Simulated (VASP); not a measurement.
# CdO (Fm-3m) in VASP: notebook

Aim: see how the results for CdO move with the level of theory and the settings. Levels: PBE+D4, LDA. Tasks: single point.

Everything below comes from runs of VASP 6.6.1. Logs are shortened: lines on timing, memory, paths and dates and some standing lists are left out, and cuts for length are marked.

**1. The cell of the first run**

It takes space group Fm-3m (No. 225, cubic). The conventional cell has a = 4.663 Å, b = 4.663 Å, c = 4.663 Å, α = 90.00°, β = 90.00°, γ = 90.00°. Within 3.1 Å of Cd (site symmetry m-3m) lie 6 O at 2.33 Å. Within 3.1 Å of O (site symmetry m-3m) lie 6 Cd at 2.33 Å.

**2. Single point, PBE+D4 (12.67 Å³/atom)**

File INCAR:

```
SYSTEM = CdO
PREC = Accurate ; ENCUT = 700
EDIFF = 1E-6 ; ISMEAR = 0
SIGMA = 0.05 ; LREAL = .FALSE.
LASPH = .TRUE. ; NELM = 120
ALGO = Normal ; ISIF = 2
LWAVE = .FALSE. ; LCHARG = .FALSE.
GGA = PE ; IVDW = 13
NBANDS = 20 ; GGA_COMPAT = .FALSE.
```

File KPOINTS:

```
Automatic mesh
0
G
  8 8 8
  0 0 0
```

File POSCAR:

```
CdO
1.0
    0.0000000000      2.3315028270      2.3315028270
    2.3315028270      0.0000000000      2.3315028270
    2.3315028270      2.3315028270      0.0000000000
Cd O
1 1
Direct
    0.0000000000      0.0000000000      0.0000000000
    0.5000000000      0.5000000000      0.5000000000
```

Potentials or basis: VASP PAW PBE potentials, release 64 (Cd_sv_GW, O).

Run with:

```
$ cat potpaw_PBE.64/Cd_sv_GW/POTCAR potpaw_PBE.64/O/POTCAR > POTCAR
$ mpirun -np 1 vasp_std > vasp.out
```

OUTCAR:

```text
SYSTEM = CdO
   PREC = Accurate
   ENCUT = 700
   EDIFF = 1E-6
   ISMEAR = 0
   LREAL = .FALSE.
   LASPH = .TRUE.
   NELM = 120
   ISIF = 2
   GGA = PE
   IVDW = 13

 ion  position               nearest neighbor table
   1  0.000  0.000  0.000-
   2  0.500  0.500  0.500-

  LATTYP: Found a face centered cubic cell.
 ALAT       =     4.6630056540

  Lattice vectors:

 A1 = (   0.0000000000,   2.3315028270,   2.3315028270)
 A2 = (   2.3315028270,   0.0000000000,   2.3315028270)
 A3 = (   2.3315028270,   2.3315028270,   0.0000000000)

Analysis of symmetry for initial positions (statically):
=====================================================================
 Subroutine PRICEL returns:
 Original cell was already a primitive cell.

 Routine SETGRP: Setting up the symmetry group for a
 face centered cubic supercell.

 Subroutine GETGRP returns: Found 48 space group operations
 (whereof 48 operations were pure point group operations)
 out of a pool of 48 trial point group operations.

The static configuration has the point symmetry O_h .

Analysis of symmetry for dynamics (positions and initial velocities):
=====================================================================
 Subroutine PRICEL returns:
 Original cell was already a primitive cell.

 Routine SETGRP: Setting up the symmetry group for a
 face centered cubic supercell.

 Subroutine GETGRP returns: Found 48 space group operations
 (whereof 48 operations were pure point group operations)
 out of a pool of 48 trial point group operations.

The dynamic configuration has the point symmetry O_h .

 Subroutine INISYM returns: Found 48 space group operations
 (whereof 48 operations are pure point group operations),
 and found     1 'primitive' translations

----------------------------------------------------------------------------------------

                                     Primitive cell

  volume of cell :      25.3477

  direct lattice vectors                    reciprocal lattice vectors
     0.000000000  2.331502827  2.331502827    -0.214453954  0.214453954  0.214453954
     2.331502827  0.000000000  2.331502827     0.214453954 -0.214453954  0.214453954
     2.331502827  2.331502827  0.000000000     0.214453954  0.214453954 -0.214453954

  length of vectors
     3.297242919  3.297242919  3.297242919     0.371445144  0.371445144  0.371445144

  position of ions in fractional coordinates (direct lattice)
     0.000000000  0.000000000  0.000000000
     0.500000000  0.500000000  0.500000000

  ion indices of the primitive-cell ions
   primitive index   ion index
                 1           1
                 2           2

----------------------------------------------------------------------------------------

 KPOINTS: Automatic mesh

Automatic generation of k-mesh.
 Grid dimensions read from file:
 generate k-points for:    8    8    8

 Generating k-lattice:

  Cartesian coordinates                     Fractional coordinates (reciprocal lattice)
    -0.026806744  0.026806744  0.026806744     0.125000000  0.000000000  0.000000000
     0.026806744 -0.026806744  0.026806744     0.000000000  0.125000000  0.000000000
     0.026806744  0.026806744 -0.026806744     0.000000000  0.000000000  0.125000000

  Length of vectors
     0.046430643  0.046430643  0.046430643

  Shift w.r.t. Gamma in fractional coordinates (k-lattice)
     0.000000000  0.000000000  0.000000000

 Subroutine IBZKPT returns following result:
 ===========================================

 Found     29 irreducible k-points:

 Following reciprocal coordinates:
            Coordinates               Weight
  0.000000  0.000000  0.000000      1.000000
  0.125000  0.000000  0.000000      8.000000
  0.250000  0.000000  0.000000      8.000000
  0.375000  0.000000  0.000000      8.000000
  0.500000  0.000000  0.000000      4.000000
  0.125000  0.125000  0.000000      6.000000
[... 16 lines left out ...]
  0.500000  0.250000  0.125000     48.000000
 -0.375000  0.250000  0.125000     24.000000
 [... further k-points ...]
   k-points           NKPTS =     29   k-points in BZ     NKDIM =     29   number of bands    NBANDS=     20
   number of dos      NEDOS =    301   number of ions     NIONS =      2
   total plane-waves  NPLWV =  21952
   dimension x,y,z NGX =    28 NGY =   28 NGZ =   28
   dimension x,y,z NGXF=    56 NGYF=   56 NGZF=   56
   ions per type =               1   1
   NGX,Y,Z   is equivalent  to a cutoff of  14.12, 14.12, 14.12 a.u.
   NGXF,Y,Z  is equivalent  to a cutoff of  28.24, 28.24, 28.24 a.u.
 SYSTEM =  CdO
   PREC   = accura    normal or accurate (medium, high low for compatibility)
   ISTART =      0    job   : 0-new  1-cont  2-samecut
   ICHARG =      2    charge: 1-file 2-atom 10-const
   ISPIN  =      1    spin polarized calculation?
   LNONCOLLINEAR =      F non collinear calculations
   LSORBIT =      F    spin-orbit coupling
   LASPH  =      T    aspherical Exc in radial PAW
   ENCUT  =  700.0 eV  51.45 Ry    7.17 a.u.   7.11  7.11  7.11*2*pi/ulx,y,z
   NELM   =    120;   NELMIN=  2; NELMDL= -5     # of ELM steps
   EDIFF  = 0.1E-05   stopping-criterion for ELM
   LREAL  =      F    real-space projection
   EDIFFG = 0.1E-04   stopping-criterion for IOM
   NSW    =      0    number of steps for IOM
   IBRION =     -1    ionic relax: 0-MD 1-quasi-New 2-CG
   NFREE  =      0    steps in history (QN), initial steepest desc. (CG)
   ISIF   =      2    stress and relaxation
   ISYM   =      2    0-nonsym 1-usesym 2-fastsym
   POTIM  = 0.5000    time-step for ionic-motion
   TEBEG  =    0.0;   TEEND  =   0.0 temperature during run
   PSTRESS=    0.0 pullay stress
   NELECT =      26.0000    total number of electrons
   NUPDOWN=      -1.0000    fix difference up-down
   EMIN   =  10.00;   EMAX   =-10.00  energy-range for DOS
   EFERMI =   0.00;   METHOD = LEGACY
   ISMEAR =     0;   SIGMA  =   0.05  broadening in eV -4-tet -1-fermi 0-gaus
   EFERMI_NEDOS =   21; number of points for ismear=-14 and -15
   IALGO  =     38    algorithm
   IMIX   =      4    mixing-type and parameters
     AMIX     =   0.40;   BMIX     =  1.00
     AMIX_MAG =   1.60;   BMIX_MAG =  1.00
  volume/ion in A,a.u.               =      12.67        85.53
  Fermi-wavevector in a.u.,A,eV,Ry     =   1.651024  3.119983 37.087844  2.725880
  Thomas-Fermi vector in A             =   2.739874
   LORBIT       =      0    0 simple, 1 ext, 2 COOP (PROOUT), +10 PAW based schemes
   GGA     = PE    functional components
   LHFCALC =     F    Hartree Fock is set to
   AEXX    =    0.0000 exact exchange contribution
   IVDW    =    13    specifies the selected vdW correction
   LEPSILON=     F    determine dielectric tensor
   LRPA    =     F    only Hartree local field effects (RPA)
 non-spin polarized calculation
 Gauss-broadening in eV      SIGMA  =   0.05
  energy-cutoff  :      700.00
  volume of cell :       25.35
 maximum number of plane-waves:      1090
   NGX = 15   NGY = 15   NGZ = 15

 number of electron      25.9999996 magnetization

 Free energy of the ion-electron system (eV)
  ---------------------------------------------------
  ext. energy  EPLUGINS =         0.00000000
  ---------------------------------------------------
  free energy    TOTEN  =        -7.78327948 eV

  energy without entropy =       -7.78303749  energy(sigma->0) =       -7.78315848

 E-fermi :   5.3199     XC(G=0): -12.0491

 val. band max:        5.2780165881   @ k =   0.5000   0.0000   0.0000
 cond. band min:       6.2666979239   @ k =   0.1250   0.0000   0.0000
 fundamental gap:      0.9886813358
 Fermi energy:         5.3198557105

 k-point     1 :       0.0000    0.0000    0.0000
  band No.  band energies     occupation
      1     -95.1822      2.00000
      2     -56.2631      2.00000
      3     -56.2631      2.00000
      4     -56.2631      2.00000
      5     -12.2566      2.00000
      6      -1.4733      2.00000
[... 12 lines left out ...]
     19      23.8272      0.00000
     20      23.8272      0.00000

 k-point     2 :       0.1250    0.0000    0.0000
  band No.  band energies     occupation
      1     -95.1821      2.00000
      2     -56.2658      2.00000
      3     -56.2635      2.00000
      4     -56.2635      2.00000
      5     -12.1448      2.00000
      6      -1.5462      2.00000
[... 12 lines left out ...]
     19      24.1182      0.00000
     20      24.1182      0.00000

 k-point     3 :       0.2500    0.0000    0.0000
  band No.  band energies     occupation
      1     -95.1817      2.00000
      2     -56.2724      2.00000
      3     -56.2645      2.00000
      4     -56.2645      2.00000
      5     -11.8607      2.00000
      6      -1.8348      2.00000
[... 12 lines left out ...]
     19      24.9699      0.00000
     20      24.9699      0.00000

 k-point     4 :       0.3750    0.0000    0.0000
  band No.  band energies     occupation
      1     -95.1813      2.00000
      2     -56.2790      2.00000
      3     -56.2656      2.00000
      4     -56.2656      2.00000
      5     -11.5529      2.00000
      6      -2.2868      2.00000
[... 12 lines left out ...]
     19      26.3127      0.00000
     20      26.3128      0.00000

 k-point     5 :       0.5000    0.0000    0.0000
  band No.  band energies     occupation
      1     -95.1811      2.00000
      2     -56.2818      2.00000
      3     -56.2660      2.00000
      4     -56.2660      2.00000
      5     -11.4169      2.00000
      6      -2.5127      2.00000
[... 12 lines left out ...]
     19      26.1069      0.00000
     20      27.5931      0.00000
[... 353 lines left out ...]
      6      -1.9607      2.00000
[... 12 lines left out ...]
     19      28.8087      0.00000
     20      29.7662      0.00000

 k-point    22 :       0.3750    0.2500    0.1250
  band No.  band energies     occupation
      1     -95.1813      2.00000
      2     -56.2741      2.00000
      3     -56.2681      2.00000
      4     -56.2658      2.00000
      5     -11.7197      2.00000
      6      -1.9637      2.00000
[... 12 lines left out ...]
     19      26.6352      0.00000
     20      27.3926      0.00000

 k-point    23 :       0.5000    0.2500    0.1250
  band No.  band energies     occupation
      1     -95.1810      2.00000
      2     -56.2777      2.00000
      3     -56.2702      2.00000
      4     -56.2670      2.00000
      5     -11.5267      2.00000
      6      -2.0455      2.00000
[... 12 lines left out ...]
     19      26.0210      0.00000
     20      27.4222      0.00000

 k-point    24 :      -0.3750    0.2500    0.1250
  band No.  band energies     occupation
      1     -95.1809      2.00000
      2     -56.2793      2.00000
      3     -56.2708      2.00000
      4     -56.2676      2.00000
      5     -11.4448      2.00000
      6      -2.1270      2.00000
[... 12 lines left out ...]
     19      24.8868      0.00000
     20      28.0082      0.00000

 [... further k-points ...]

------------------------ aborting loop because EDIFF is reached ----------------------------------------

  DFT-D4 for vdW energy calculation

  Edisp (eV):   -0.64090

  FORCE on cell =-STRESS in cart. coord.  units (eV):
  Direction    XX          YY          ZZ          XY          YZ          ZX
  --------------------------------------------------------------------------------------
  -------------------------------------------------------------------------------------
  Total       0.93122     0.93122     0.93122    -0.00000    -0.00000     0.00000
  in kB      58.86045    58.86045    58.86045    -0.00000    -0.00000     0.00000
  external pressure =       58.86 kB  Pullay stress =        0.00 kB

 VOLUME and BASIS-vectors are now :
 -----------------------------------------------------------------------------
  energy-cutoff  :      700.00
  volume of cell :       25.35
      direct lattice vectors                 reciprocal lattice vectors
     0.000000000  2.331502827  2.331502827    -0.214453954  0.214453954  0.214453954
     2.331502827  0.000000000  2.331502827     0.214453954 -0.214453954  0.214453954
     2.331502827  2.331502827  0.000000000     0.214453954  0.214453954 -0.214453954

 POSITION                                       TOTAL-FORCE (eV/Angst)
 -----------------------------------------------------------------------------------
      0.00000      0.00000      0.00000         0.000000      0.000000      0.000000
      2.33150      2.33150      2.33150        -0.000000     -0.000000     -0.000000
 -----------------------------------------------------------------------------------
    total drift:                                0.000000      0.000000      0.000000

  FREE ENERGIE OF THE ION-ELECTRON SYSTEM (eV)
  ---------------------------------------------------
  free  energy   TOTEN  =        -8.4241831377 eV

  energy  without entropy=       -8.4239411467  energy(sigma->0) =       -8.42406214
```

Run time: 34 s. Hardware: 1 thread of AMD EPYC 7R43 (Zen 3), shared host; peak memory 0.15 GiB.

Results:

- Free energy: -8.4242 eV
- Pressure: 5.9 GPa
- Band gap on the k mesh: zero (bands 13 and 14 overlap by 0.36 eV)
- Dispersion energy per atom: -0.320 eV

Caveat: the cell stands under pressure; semilocal functionals underestimate gaps, and a narrow one can read as zero.

[end of part 1 of 2]

The gap in the log of VASP goes by the Fermi energy; the results here count the filled bands.